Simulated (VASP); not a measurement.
Here is a VASP 6.6.1 calculation.

The input INCAR:

```
PREC = Accurate ; ENCUT = 600
EDIFF = 1E-7 ; ISMEAR = 0
SIGMA = 0.1 ; LREAL = False
LASPH = True ; NELM = 100
ALGO = Normal ; ISIF = 3
LWAVE = False ; LCHARG = False
GGA = PE ; IVDW = 12
IBRION = 2 ; NSW = 100
EDIFFG = -0.05
```

Contents of KPOINTS:

```
Automatic mesh
0
Gamma
  10 10 10
```

The input POSCAR:

```
BN
1.0
    2.5080409239      0.0000000000      0.0000000000
   -1.2467107647      2.1762310413      0.0000000000
   -0.6306650796     -1.0881155206      3.0225400000
B N
1 1
Direct
    0.9796430000      0.9834990000      0.0018060000
    0.6685060000      0.3323850000      0.9849990000
```

Potentials or basis: VASP PAW PBE potentials, release 64 (B, N).

Run with:

```bash
$ cat potpaw_PBE.64/B/POTCAR potpaw_PBE.64/N/POTCAR > POTCAR
$ mpirun -np 1 vasp_std > vasp.out
```

(1) Predict the relaxed volume.

(2) What does it give for the space group after relaxing (to 0.1 Å)?

(3) Predict the dispersion energy per atom.

(4) Predict the band gap on the k mesh.

## Answers

(1) 8.98 Å³/atom.

(2) Fmm2 (No. 42).

(3) -0.142 eV.

(4) 3.60 eV (least direct gap 4.66 eV).
